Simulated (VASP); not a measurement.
# B3C2Br (P-3m1) in VASP: notebook, part 2 of 2

VASP 6.6.1. The steps go on from the part before.

### Step 3. Single point, PBE

This run uses another cell than the first one, of 12.52 Å³/atom.

The input, INCAR:

```
  PREC = Accurate
  ENCUT = 520
  EDIFF = 1E-7
  ISMEAR = 0
  SIGMA = 0.1
  LREAL = False
  LASPH = True
  NELM = 100
  ALGO = Normal
  ISIF = 2
  LWAVE = False
  LCHARG = True
  GGA = PE
  LELF = True
  LVHAR = True
  NBANDS = 21
```

The input, KPOINTS:

```
regular mesh
0
Gamma
  18 18 4
```

The input, POSCAR:

```
B3C2Br
1.0
    2.7397292740      0.0000000000      0.0000000000
   -1.3698646370      2.3726751508      0.0000000000
    0.0000000000      0.0000000000     11.5540467730
B C Br
3 2 1
Direct
    0.6666666667      0.3333333333      0.3660259677
    0.3333333333      0.6666666667      0.6339740323
    0.0000000000      0.0000000000      0.5000000000
    0.6666666667      0.3333333333      0.6293132238
    0.3333333333      0.6666666667      0.3706867762
    0.0000000000      0.0000000000      0.0000000000
```

Potentials or basis: VASP PAW PBE potentials, release 64 (B, C, Br).

Command:

```sh
cat potpaw_PBE.64/B/POTCAR potpaw_PBE.64/C/POTCAR potpaw_PBE.64/Br/POTCAR > POTCAR
mpirun -np 1 vasp_std > vasp.out
```

OUTCAR:

```text
PREC = Accurate
   ENCUT = 520
   EDIFF = 1E-7
   ISMEAR = 0
   LREAL = False
   LASPH = True
   NELM = 100
   ISIF = 2
   GGA = PE

 ion  position               nearest neighbor table
   1  0.667  0.333  0.366-   5 1.58   5 1.58   5 1.58
   2  0.333  0.667  0.634-   4 1.58   4 1.58   4 1.58
   3  0.000  0.000  0.500-
   4  0.667  0.333  0.629-   2 1.58   2 1.58   2 1.58
   5  0.333  0.667  0.371-   1 1.58   1 1.58   1 1.58
   6  0.000  0.000  0.000-

  LATTYP: Found a hexagonal cell.
 ALAT       =     2.7397292740
 C/A-ratio  =     4.2172220747

  Lattice vectors:

 A1 = (   2.7397292740,   0.0000000000,   0.0000000000)
 A2 = (  -1.3698646370,   2.3726751508,   0.0000000000)
 A3 = (   0.0000000000,   0.0000000000,  11.5540467730)

Analysis of symmetry for initial positions (statically):
=====================================================================
 Subroutine PRICEL returns:
 Original cell was already a primitive cell.

 Routine SETGRP: Setting up the symmetry group for a
 hexagonal supercell.

 Subroutine GETGRP returns: Found 12 space group operations
 (whereof 12 operations were pure point group operations)
 out of a pool of 24 trial point group operations.

The static configuration has the point symmetry D_3d.

Analysis of symmetry for dynamics (positions and initial velocities):
=====================================================================
 Subroutine PRICEL returns:
 Original cell was already a primitive cell.

 Routine SETGRP: Setting up the symmetry group for a
 hexagonal supercell.

 Subroutine GETGRP returns: Found 12 space group operations
 (whereof 12 operations were pure point group operations)
 out of a pool of 24 trial point group operations.

The dynamic configuration has the point symmetry D_3d.

 Subroutine INISYM returns: Found 12 space group operations
 (whereof 12 operations are pure point group operations),
 and found     1 'primitive' translations

----------------------------------------------------------------------------------------

                                     Primitive cell

  volume of cell :      75.1069

  direct lattice vectors                    reciprocal lattice vectors
     2.739729274  0.000000000  0.000000000     0.364999567  0.210732599  0.000000000
    -1.369864637  2.372675151  0.000000000     0.000000000  0.421465197  0.000000000
     0.000000000  0.000000000 11.554046773     0.000000000  0.000000000  0.086549762

  length of vectors
     2.739729274  2.739729274 11.554046773     0.421465197  0.421465197  0.086549762

  position of ions in fractional coordinates (direct lattice)
     0.666666667  0.333333333  0.366025968
     0.333333333  0.666666667  0.633974032
     0.000000000  0.000000000  0.500000000
     0.666666667  0.333333333  0.629313224
     0.333333333  0.666666667  0.370686776
     0.000000000  0.000000000  0.000000000

  ion indices of the primitive-cell ions
   primitive index   ion index
[... 26 lines left out ...]
     0.000000000  0.000000000  0.000000000

 Subroutine IBZKPT returns following result:
 ===========================================

 Found    138 irreducible k-points:

 Following reciprocal coordinates:
            Coordinates               Weight
  0.000000  0.000000  0.000000      1.000000
  0.055556  0.000000  0.000000      6.000000
  0.111111  0.000000  0.000000      6.000000
  0.166667  0.000000  0.000000      6.000000
  0.222222  0.000000  0.000000      6.000000
  0.277778  0.000000  0.000000      6.000000
[... 16 lines left out ...]
  0.333333  0.111111  0.000000     12.000000
  0.388889  0.111111  0.000000     12.000000
 [... further k-points ...]
   k-points           NKPTS =    138   k-points in BZ     NKDIM =    138   number of bands    NBANDS=     21
   number of dos      NEDOS =    301   number of ions     NIONS =      6
   total plane-waves  NPLWV =  36000
   dimension x,y,z NGX =    20 NGY =   20 NGZ =   90
   dimension x,y,z NGXF=    40 NGYF=   40 NGZF=  180
   ions per type =               3   2   1
   NGX,Y,Z   is equivalent  to a cutoff of  12.14, 12.14, 12.95 a.u.
   NGXF,Y,Z  is equivalent  to a cutoff of  24.27, 24.27, 25.90 a.u.
 SYSTEM =  unknown system
   PREC   = accura    normal or accurate (medium, high low for compatibility)
   ISTART =      0    job   : 0-new  1-cont  2-samecut
   ICHARG =      2    charge: 1-file 2-atom 10-const
   ISPIN  =      1    spin polarized calculation?
   LNONCOLLINEAR =      F non collinear calculations
   LSORBIT =      F    spin-orbit coupling
   LASPH  =      T    aspherical Exc in radial PAW
   ENCUT  =  520.0 eV  38.22 Ry    6.18 a.u.   5.09  5.09 21.48*2*pi/ulx,y,z
   NELM   =    100;   NELMIN=  2; NELMDL= -5     # of ELM steps
   EDIFF  = 0.1E-06   stopping-criterion for ELM
   LREAL  =      F    real-space projection
   EDIFFG = 0.1E-05   stopping-criterion for IOM
   NSW    =      0    number of steps for IOM
   IBRION =     -1    ionic relax: 0-MD 1-quasi-New 2-CG
   NFREE  =      0    steps in history (QN), initial steepest desc. (CG)
   ISIF   =      2    stress and relaxation
   ISYM   =      2    0-nonsym 1-usesym 2-fastsym
   POTIM  = 0.5000    time-step for ionic-motion
   TEBEG  =    0.0;   TEEND  =   0.0 temperature during run
   PSTRESS=    0.0 pullay stress
   NELECT =      24.0000    total number of electrons
   NUPDOWN=      -1.0000    fix difference up-down
   EMIN   =  10.00;   EMAX   =-10.00  energy-range for DOS
   EFERMI =   0.00;   METHOD = LEGACY
   ISMEAR =     0;   SIGMA  =   0.10  broadening in eV -4-tet -1-fermi 0-gaus
   EFERMI_NEDOS =   21; number of points for ismear=-14 and -15
   IALGO  =     38    algorithm
   IMIX   =      4    mixing-type and parameters
     AMIX     =   0.40;   BMIX     =  1.00
     AMIX_MAG =   1.60;   BMIX_MAG =  1.00
  volume/ion in A,a.u.               =      12.52        84.47
  Fermi-wavevector in a.u.,A,eV,Ry     =   1.119228  2.115034 17.043627  1.252671
  Thomas-Fermi vector in A             =   2.255865
   LORBIT       =      0    0 simple, 1 ext, 2 COOP (PROOUT), +10 PAW based schemes
   GGA     = PE    functional components
   LHFCALC =     F    Hartree Fock is set to
   AEXX    =    0.0000 exact exchange contribution
   IVDW    =     0    specifies the selected vdW correction
   LEPSILON=     F    determine dielectric tensor
   LRPA    =     F    only Hartree local field effects (RPA)
 non-spin polarized calculation
 Gauss-broadening in eV      SIGMA  =   0.10
  energy-cutoff  :      520.00
  volume of cell :       75.11
 maximum number of plane-waves:      2043
   NGX = 11   NGY = 11   NGZ = 43

 number of electron      24.0000000 magnetization

 Free energy of the ion-electron system (eV)
  ---------------------------------------------------
  ext. energy  EPLUGINS =         0.00000000
  ---------------------------------------------------
  free energy    TOTEN  =       -35.12938783 eV

  energy without entropy =      -35.12054548  energy(sigma->0) =      -35.12496666

 E-fermi :   3.3991     XC(G=0):  -9.4180

 val. band max:        3.3962793275   @ k =   0.3889   0.2222   0.5000
 cond. band min:       3.3997053847   @ k =   0.3333   0.0000   0.5000
 fundamental gap:      0.0034260572
 Fermi energy:         3.3991339710

 k-point     1 :       0.0000    0.0000    0.0000
  band No.  band energies     occupation
      1     -14.5935      2.00000
      2     -13.8009      2.00000
      3     -12.1786      2.00000
      4      -5.4683      2.00000
      5      -2.1852      2.00000
      6      -1.5017      2.00000
[... 565 lines left out ...]
     20      11.8037      0.00000
     21      13.2933      0.00000

 [... further k-points ...]

------------------------ aborting loop because EDIFF is reached ----------------------------------------

  FORCE on cell =-STRESS in cart. coord.  units (eV):
  Direction    XX          YY          ZZ          XY          YZ          ZX
  --------------------------------------------------------------------------------------
  -------------------------------------------------------------------------------------
  Total        0.0436555      0.0436555     -0.0092193      0.0000000      0.0000000      0.0000000
  in kB        0.9312560      0.9312560     -0.1966649      0.0000000      0.0000000      0.0000000
  external PRESSURE =       0.5552824 kB  Pullay stress =       0.0000000 kB

 VOLUME and BASIS-vectors are now :
 -----------------------------------------------------------------------------
  energy-cutoff  :      520.00
  volume of cell :       75.11
      direct lattice vectors                 reciprocal lattice vectors
     2.739729274  0.000000000  0.000000000     0.364999567  0.210732599  0.000000000
    -1.369864637  2.372675151  0.000000000     0.000000000  0.421465197  0.000000000
     0.000000000  0.000000000 11.554046773     0.000000000  0.000000000  0.086549762

 POSITION                                       TOTAL-FORCE (eV/Angst)
 -----------------------------------------------------------------------------------
      1.36986      0.79089      4.22908         0.000000     -0.000000     -0.000082
     -0.00000      1.58178      7.32497        -0.000000      0.000000      0.000082
      0.00000      0.00000      5.77702        -0.000000      0.000000      0.000000
      1.36986      0.79089      7.27111        -0.000000      0.000000      0.001090
     -0.00000      1.58178      4.28293         0.000000      0.000000     -0.001090
      0.00000      0.00000      0.00000        -0.000000      0.000000      0.000000
 -----------------------------------------------------------------------------------
    total drift:                                0.000000     -0.000000      0.000000

  FREE ENERGIE OF THE ION-ELECTRON SYSTEM (eV)
  ---------------------------------------------------
  free  energy   TOTEN  =       -35.1293878350 eV

  energy  without entropy=      -35.1205454780  energy(sigma->0) =      -35.12496666
```

It took 95 s on 1 thread of Intel Xeon 6975P-C (Granite Rapids), shared host; peak memory 0.32 GiB.

Results:

```
Free energy            : -35.1294 eV
Pressure               : 0.1 GPa
Band gap on the k mesh : zero (bands 12 and 13 overlap by 3.42 eV)
```

Stress tensor (GPa, compression positive):
```
 0.09  0.00  0.00
 0.00  0.09  0.00
 0.00  0.00 -0.02
```

Caveat: this functional lacks dispersion, which binds layers or chains, so the pressure and a relaxed spacing across them are unreliable.

The gap in the log of VASP goes by the Fermi energy; the results here count the filled bands.